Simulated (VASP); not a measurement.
## MnS: single point with PBEsol

Crystal: MnS.

```xyz
2
Lattice="0.0000 2.7322 2.7322 2.7322 0.0000 2.7322 2.7322 2.7322 0.0000" Properties=species:S:1:pos:R:3 pbc="T T T"
Mn    0.0000    0.0000    0.0000
S     4.0983    4.0983    4.0983
```

```
Program                : VASP 6.6.1
Task                   : single point
Functional             : PBEsol
Potentials or basis    : VASP PAW PBE potentials, release 64 (Mn_pv, S)
Cutoff                 : 520 eV
k mesh                 : 16 × 16 × 16
Occupations            : gaussian, width 0.15 eV
Spin                   : no spin polarisation
Dipole correction      : no
Further INCAR settings : ALGO = Normal; EDIFF = 1e-06; NBANDS = 16
```

```yaml
Pressure: -23.2 GPa
Band_gap_on_the_k_mesh: zero (an odd number of electrons rules out a gap without spin polarisation)
```

Levels at points of the mesh, in eV from the Fermi level:
| k point | band 6 | band 7 | band 8 | band 9 | band 10 | band 11 | band 12 | band 13 | band 14 | band 15 |
| --- | --- | --- | --- | --- | --- | --- | --- | --- | --- | --- |
| (0.00, 0.00, 0.00) | -3.71 | -3.71 | -0.43 | -0.43 | 2.16 | 2.28 | 2.28 | 2.28 | 7.06 | 7.06 |
| (0.50, 0.00, 0.00) | -3.55 | -3.55 | -0.30 | -0.30 | -0.25 | 1.21 | 1.21 | 4.25 | 7.59 | 7.59 |
| (0.50, 0.50, 0.00) | -3.46 | -3.46 | -0.94 | -0.17 | -0.06 | 0.18 | 0.18 | 4.27 | 5.82 | 10.41 |

It took 2.8 min on 1 thread of Intel Xeon 8259CL, with other jobs on the host, peak memory 0.23 GiB.

Caveat: the cell stands under tension; the PAW data sets were made with another functional, which shifts forces and pressure a little; an odd number of electrons without spin polarisation forces a metal; a magnetic or distorted state may lie lower; the run has no spin polarisation, though such a crystal can be magnetic; semilocal functionals often make such compounds metallic where correlation or magnetic order opens a gap, which also shifts bond lengths. Spin polarisation is off, so any magnetic state and its effect on volume and gap are missing.
